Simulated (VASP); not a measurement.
Set up this calculation in VASP 6.6.1, as the native input.

- Task: single point
- Functional: LDA
- Potentials or basis: VASP PAW LDA potentials, release 64 (Bi_d)
- Cutoff: 520 eV
- k mesh: 18 × 18 × 18
- Occupations: gaussian, width 0.15 eV
- Spin: no spin polarisation
- Dipole correction: no
- Further INCAR settings: ALGO = Fast; EDIFF = 1e-07; NBANDS = 14

The structure of Bi lies in POSCAR:

```
Bi
1.0
   -1.9219876158      1.9219876158      1.9219876158
    1.9219876158     -1.9219876158      1.9219876158
    1.9219876158      1.9219876158     -1.9219876158
Bi
1
Direct
    0.0000000000      0.0000000000      0.0000000000
```

This isn't the form of Bi at room conditions, which is rhombohedral.

This cell differs from its parent crystal: strain -0.030 along x and y, -0.030 along z.

These files were run (other wordings do the same):

INCAR

```
SYSTEM = Bi
PREC = Accurate
ENCUT = 520
EDIFF = 1E-7
ISMEAR = 0
SIGMA = 0.15
LREAL = .FALSE.
LASPH = .TRUE.
NELM = 80
ALGO = Fast
ISIF = 2
LWAVE = .FALSE.
LCHARG = .FALSE.
NBANDS = 14
```

KPOINTS

```
Automatic mesh
0
G
  18 18 18
  0 0 0
```

Potentials or basis: VASP PAW LDA potentials, release 64 (Bi_d).

Launch:

```console
$ cat potpaw_LDA.64/Bi_d/POTCAR > POTCAR
$ mpirun -np 1 vasp_std > vasp.out
```

It gave:

- Pressure: 2.3 GPa
- Band gap on the k mesh: zero (an odd number of electrons rules out a gap without spin polarisation)

Caveat: the cell differs from its parent crystal (strain -0.030 along x and y, -0.030 along z); spin-orbit coupling is left out, which moves the levels of the heavy elements.

It took 38 s on 1 thread of Intel(R) Xeon(R) 6975P-C (Granite Rapids), with other jobs on the host, peak memory 0.19 GiB.
